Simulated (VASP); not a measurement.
# Cd (P-1) in VASP: single point with PBE

Aim: the single point of Cd with PBE.

Program: VASP 6.6.1. These are calculated values, not measurements. Logs are shortened: lines on timing, memory, paths and dates and some standing lists are left out, and cuts for length are marked.

### Step 1. The cell of the first run

The typed cell holds 2 atoms: a = 2.979 Å, b = 2.966 Å, c = 5.618 Å, α = 89.79°, β = 89.43°, γ = 119.57°.

### Step 2. Single point, PBE (equal xy, yz and zx shear strains of +1 %)

INCAR

```
PREC     = Accurate       # precision mode
ENCUT    = 520            # plane-wave cutoff, eV
EDIFF    = 1E-6           # SCF threshold, eV
ISMEAR   = -1             # smearing method
SIGMA    = 0.05           # smearing width, eV
LREAL    = False          # projectors in reciprocal space
LASPH    = True           # aspherical terms in the spheres
NELM     = 60             # most SCF steps
ALGO     = Normal         # electronic algorithm
ISIF     = 2              # what is computed and relaxed
LWAVE    = False          # write WAVECAR
LCHARG   = True           # write CHGCAR
GGA      = PE             # functional
LELF     = True           # ELF
LVHAR    = True         
NBANDS   = 19             # bands
```

KPOINTS

```
Automatic mesh
0
Gamma
  14 14 7
```

POSCAR

```
Cd
1.0
    2.9788725081      0.0148943625      0.0148943625
   -1.4765373577      2.5723320853      0.0054517151
    0.0280882500      0.0280882500      5.6176500000
Cd
2
Direct
    0.3333333333      0.6666666667      0.2500000000
    0.6666666667      0.3333333333      0.7500000000
```

Potentials or basis: VASP PAW PBE potentials, release 64 (Cd).

Launch:

```bash
$ cat potpaw_PBE.64/Cd/POTCAR > POTCAR
$ mpirun -np 1 vasp_std > vasp.out
```

OUTCAR:

```text
PREC = Accurate
   ENCUT = 520
   EDIFF = 1E-6
   ISMEAR = -1
   LREAL = False
   LASPH = True
   NELM = 60
   ISIF = 2
   GGA = PE

 ion  position               nearest neighbor table
   1  0.333  0.667  0.250-   2 3.28   2 3.28   2 3.28   2 3.30   2 3.31   2 3.32
   2  0.667  0.333  0.750-   1 3.28   1 3.28   1 3.28   1 3.30   1 3.31   1 3.32

  LATTYP: Found a triclinic cell.
 ALAT       =     2.9918498557
 B/A-ratio  =     0.9913558883
 C/A-ratio  =     1.8776979830
 COS(alpha) =     0.0036852528
 COS(beta)  =     0.0136346634
 COS(gamma) =     0.5000188430

  Lattice vectors:

 A1 = (   1.5023351504,   2.5872264478,   0.0203460776)
 A2 = (  -1.4765373577,   2.5723320853,   0.0054517151)
 A3 = (   0.0280882500,   0.0280882500,   5.6176500000)

Analysis of symmetry for initial positions (statically):
=====================================================================
 Subroutine PRICEL returns:
 Original cell was already a primitive cell.

 Routine SETGRP: Setting up the symmetry group for a
 triclinic supercell.

 Subroutine GETGRP returns: Found  2 space group operations
 (whereof  2 operations were pure point group operations)
 out of a pool of  2 trial point group operations.

The static configuration has the point symmetry S_2 .

Analysis of symmetry for dynamics (positions and initial velocities):
=====================================================================
 Subroutine PRICEL returns:
 Original cell was already a primitive cell.

 Routine SETGRP: Setting up the symmetry group for a
 triclinic supercell.

 Subroutine GETGRP returns: Found  2 space group operations
 (whereof  2 operations were pure point group operations)
 out of a pool of  2 trial point group operations.

The dynamic configuration has the point symmetry S_2 .

 Subroutine INISYM returns: Found  2 space group operations
 (whereof  2 operations are pure point group operations),
 and found     1 'primitive' translations

----------------------------------------------------------------------------------------

                                     Primitive cell

  volume of cell :      43.1675

  direct lattice vectors                    reciprocal lattice vectors
     2.978872508  0.014894362  0.014894362     0.334749882  0.192154455 -0.002634522
    -1.476537358  2.572332085  0.005451715    -0.001928604  0.387649349 -0.001928604
     0.028088250  0.028088250  5.617650000    -0.000885668 -0.000885668  0.178019235

[... 79 lines left out ...]
   LSORBIT =      F    spin-orbit coupling
   LASPH  =      T    aspherical Exc in radial PAW
   ENCUT  =  520.0 eV  38.22 Ry    6.18 a.u.   5.54  5.51 10.45*2*pi/ulx,y,z
   NELM   =     60;   NELMIN=  2; NELMDL= -5     # of ELM steps
   EDIFF  = 0.1E-05   stopping-criterion for ELM
   LREAL  =      F    real-space projection
   EDIFFG = 0.1E-04   stopping-criterion for IOM
   NSW    =      0    number of steps for IOM
   IBRION =     -1    ionic relax: 0-MD 1-quasi-New 2-CG
   NFREE  =      0    steps in history (QN), initial steepest desc. (CG)
   ISIF   =      2    stress and relaxation
   ISYM   =      2    0-nonsym 1-usesym 2-fastsym
   POTIM  = 0.5000    time-step for ionic-motion
   TEBEG  =    0.0;   TEEND  =   0.0 temperature during run
   PSTRESS=    0.0 pullay stress
   NELECT =      24.0000    total number of electrons
   NUPDOWN=      -1.0000    fix difference up-down
   EMIN   =  10.00;   EMAX   =-10.00  energy-range for DOS
   EFERMI =   0.00;   METHOD = LEGACY
   ISMEAR =    -1;   SIGMA  =   0.05  broadening in eV -4-tet -1-fermi 0-gaus
   EFERMI_NEDOS =   21; number of points for ismear=-14 and -15
   IALGO  =     38    algorithm
   IMIX   =      4    mixing-type and parameters
     AMIX     =   0.40;   BMIX     =  1.00
     AMIX_MAG =   1.60;   BMIX_MAG =  1.00
  volume/ion in A,a.u.               =      21.58       145.65
  Fermi-wavevector in a.u.,A,eV,Ry     =   1.346149  2.543852 24.655337  1.812116
  Thomas-Fermi vector in A             =   2.474004
   LORBIT       =      0    0 simple, 1 ext, 2 COOP (PROOUT), +10 PAW based schemes
   GGA     = PE    functional components
   LHFCALC =     F    Hartree Fock is set to
   AEXX    =    0.0000 exact exchange contribution
   IVDW    =     0    specifies the selected vdW correction
   LEPSILON=     F    determine dielectric tensor
   LRPA    =     F    only Hartree local field effects (RPA)
 non-spin polarized calculation
  energy-cutoff  :      520.00
  volume of cell :       43.17
 maximum number of plane-waves:      1188
 NGX is ok and might be reduce to    24
   NGX = 11   NGY = 11   NGZ = 21

 number of electron      23.9999995 magnetization

 Free energy of the ion-electron system (eV)
  ---------------------------------------------------
  ext. energy  EPLUGINS =         0.00000000
  ---------------------------------------------------
  free energy    TOTEN  =        -1.45994784 eV

  energy without entropy =       -1.45396640  energy(sigma->0) =       -1.45695712

 E-fermi :   3.0110     XC(G=0): -11.0329

 val. band max:        3.0109707360   @ k =   0.5000   0.3571   0.1429
 cond. band min:       3.0133746081   @ k =  -0.3571   0.4286   0.0000
 fundamental gap:      0.0024038721
 Fermi energy:         3.0109798229

 k-point     1 :       0.0000    0.0000    0.0000
  band No.  band energies     occupation
      1      -6.9146      2.00000
      2      -6.6488      2.00000
      3      -6.3108      2.00000
      4      -6.2588      2.00000
      5      -6.2543      2.00000
      6      -6.2043      2.00000
[... 505 lines left out ...]
      6      -5.9795      2.00000
[... 11 lines left out ...]
     18      16.7875      0.00000
     19      17.4856      0.00000

 [... further k-points ...]

------------------------ aborting loop because EDIFF is reached ----------------------------------------

  FORCE on cell =-STRESS in cart. coord.  units (eV):
  Direction    XX          YY          ZZ          XY          YZ          ZX
  --------------------------------------------------------------------------------------
  -------------------------------------------------------------------------------------
  Total        1.0553701      1.0388678      0.6329459     -0.0450695     -0.0179706     -0.0153573
  in kB       39.1704610     38.5579721     23.4920282     -1.6727725     -0.6669841     -0.5699904
  external PRESSURE =      33.7401538 kB  Pullay stress =       0.0000000 kB

 VOLUME and BASIS-vectors are now :
 -----------------------------------------------------------------------------
  energy-cutoff  :      520.00
  volume of cell :       43.17
      direct lattice vectors                 reciprocal lattice vectors
     2.978872508  0.014894362  0.014894362     0.334749882  0.192154455 -0.002634522
    -1.476537358  2.572332085  0.005451715    -0.001928604  0.387649349 -0.001928604
     0.028088250  0.028088250  5.617650000    -0.000885668 -0.000885668  0.178019235

 POSITION                                       TOTAL-FORCE (eV/Angst)
 -----------------------------------------------------------------------------------
      0.01562      1.72687      1.41301         0.003402      0.000516      0.000148
      1.51480      0.88844      4.22498        -0.003402     -0.000516     -0.000148
 -----------------------------------------------------------------------------------
    total drift:                               -0.000000      0.000000     -0.000000

  FREE ENERGIE OF THE ION-ELECTRON SYSTEM (eV)
  ---------------------------------------------------
  free  energy   TOTEN  =        -1.4599478356 eV

  energy  without entropy=       -1.4539663951  energy(sigma->0) =       -1.45695712
```

OSZICAR:

```text
N       E                     dE             d eps       ncg     rms          rms(c)
DAV:   1     0.176766215908E+03    0.17677E+03   -0.13125E+04 26168   0.127E+03
DAV:   2     0.253226968698E+01   -0.17423E+03   -0.16798E+03 27255   0.334E+02
DAV:   3    -0.155537896646E+01   -0.40876E+01   -0.40793E+01 29555   0.586E+01
DAV:   4    -0.156253059102E+01   -0.71516E-02   -0.71511E-02 28456   0.231E+00
DAV:   5    -0.156255260756E+01   -0.22017E-04   -0.22017E-04 28661   0.125E-01    0.453E+00
DAV:   6    -0.146427331117E+01    0.98279E-01   -0.24145E-01 28751   0.593E+00    0.360E+00
DAV:   7    -0.145959206740E+01    0.46812E-02   -0.27794E-02 28880   0.159E+00    0.167E+00
DAV:   8    -0.145986678044E+01   -0.27471E-03   -0.35471E-03 27880   0.728E-01    0.912E-02
DAV:   9    -0.145990558531E+01   -0.38805E-04   -0.20492E-05 29526   0.479E-02    0.388E-02
DAV:  10    -0.145994786853E+01   -0.42283E-04   -0.35967E-05 27948   0.568E-02    0.395E-03
DAV:  11    -0.145994783558E+01    0.32947E-07   -0.49913E-08 17096   0.222E-03
   1 F= -.14599478E+01 E0= -.14569571E+01  d E =-.598144E-02
```

stdout:

```text
POSCAR found type information on POSCAR Cd
 POSCAR found :  1 types and       2 ions
 scaLAPACK will be used
 LDA part: xc-table for (Slater+PW92), standard interpolation
 POSCAR, INCAR and KPOINTS ok, starting setup
 FFT: planning ... GRIDC
 FFT: planning ... GRID_SOFT
 FFT: planning ... GRID
 WAVECAR not read
 entering main loop
```

Wall time 4.9 min (1 thread of Intel Xeon Platinum 8259CL at 2.50GHz (Skylake/Cascade Lake), shared host); peak memory 0.53 GiB.

What came out:

* Free energy: -1.4599 eV
* Pressure: 3.4 GPa
* Largest force: 0.003 eV/Å
* Band gap on the k mesh: zero (bands 12 and 13 overlap by 4.39 eV)

Forces in eV/Å, atoms in the order of the input:
```
Cd   0.003  0.001  0.000
Cd  -0.003 -0.001  0.000
```

Caveat: the cell differs from its parent crystal (equal xy, yz and zx shear strains of +1 %); the cell stands under pressure.
